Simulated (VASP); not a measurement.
Set up this calculation in VASP 6.6.1, as the native input.

```
Task                   : single point
Functional             : PBE
Potentials or basis    : VASP PAW PBE potentials, release 64 (Mg, Ge_d, N)
Cutoff                 : 520 eV
k mesh                 : 6 × 6 × 6
Occupations            : gaussian, width 0.1 eV
Spin                   : no spin polarisation
Dipole correction      : no
Further INCAR settings : ALGO = Normal; EDIFF = 1e-06; NBANDS = 26
```

The structure of Mg2Ge2N lies in POSCAR:

```
Mg2Ge2N
1.0
   -1.6998560283      1.6998560283      7.6862956499
    1.6998560283     -1.6998560283      7.6862956499
    1.6998560283      1.6998560283     -7.6862956499
Mg Ge N
2 2 1
Direct
    0.4168248843      0.4168248843      0.0000000000
    0.5831751157      0.5831751157      0.0000000000
    0.7500000000      0.2500000000      0.5000000000
    0.2500000000      0.7500000000      0.5000000000
    0.0000000000      0.0000000000      0.0000000000
```

One way to write it, as run:

INCAR

```
SYSTEM = Mg2Ge2N
ALGO = Normal
EDIFF = 1E-6
ENCUT = 520
GGA = PE
ISIF = 2
ISMEAR = 0
LASPH = .True.
LCHARG = .False.
LREAL = .False.
LWAVE = .False.
NBANDS = 26
NELM = 80
PREC = Accurate
SIGMA = 0.1
```

KPOINTS

```
k-points
0
Gamma
  6 6 6
  0 0 0
```

Potentials or basis: VASP PAW PBE potentials, release 64 (Mg, Ge_d, N).

Run with:

```console
$ cat potpaw_PBE.64/Mg/POTCAR potpaw_PBE.64/Ge_d/POTCAR potpaw_PBE.64/N/POTCAR > POTCAR
$ mpirun -np 1 vasp_std > vasp.out
```

It gave:

The pressure is 0.0 GPa.

Caveat: the k points lie up to 0.44 Å⁻¹ apart.

It took 3.3 min on 1 thread of Intel(R) Xeon(R) Platinum 8375C CPU @ 2.90GHz (Ice Lake) (shared host), peak memory 0.48 GiB.
